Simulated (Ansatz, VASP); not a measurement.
SbPt in VASP and in Ansatz

```
CELL_PARAMETERS angstrom
4.17063 0.00000 0.00000
-2.08531 3.61187 0.00000
0.00000 0.00000 5.46895
ATOMIC_POSITIONS crystal
Sb 0.33333 0.66667 0.25000
Sb 0.66667 0.33333 0.75000
Pt 0.00000 0.00000 0.00000
Pt 0.00000 0.00000 0.50000
```

Alike in both runs: functional PBEsol; k mesh 12 × 12 × 8; occupations gaussian, width 0.1 eV; no spin polarisation.

Ansatz relaxed the structure, and its values are those at the end. VASP's run is a single point on that final structure, the one shown.

|  | VASP | Ansatz |
| --- | --- | --- |
| version | VASP 6.6.1 | Ansatz 0.2.0 |
| potentials or method | VASP PAW PBE potentials, release 64 (Sb, Pt), cutoff 520 eV | scalar-relativistic, plane waves, PAW |
| valence electrons in the cell | 30 | 66 |

VASP gave:

| Item | Value |
| --- | --- |
| gap on the k mesh at the Fermi level (eV) | none |
| pressure (GPa) | -0.2 |

**Question.** Which values does Ansatz return?

**Answer.** gap on the k mesh at the Fermi level (eV): none; pressure (GPa): 0.0.

VASP's potentials were made for PBE, not for PBEsol. A gap of «none» marks a metal or a gap that the smearing closes. With one functional, cell and mesh, what is left measures potentials, basis and numerics. VASP's potentials hold 30 valence electrons a cell and Ansatz's 66, so a difference there can come from the potentials and not from the codes.

Neither program's run includes spin-orbit coupling.
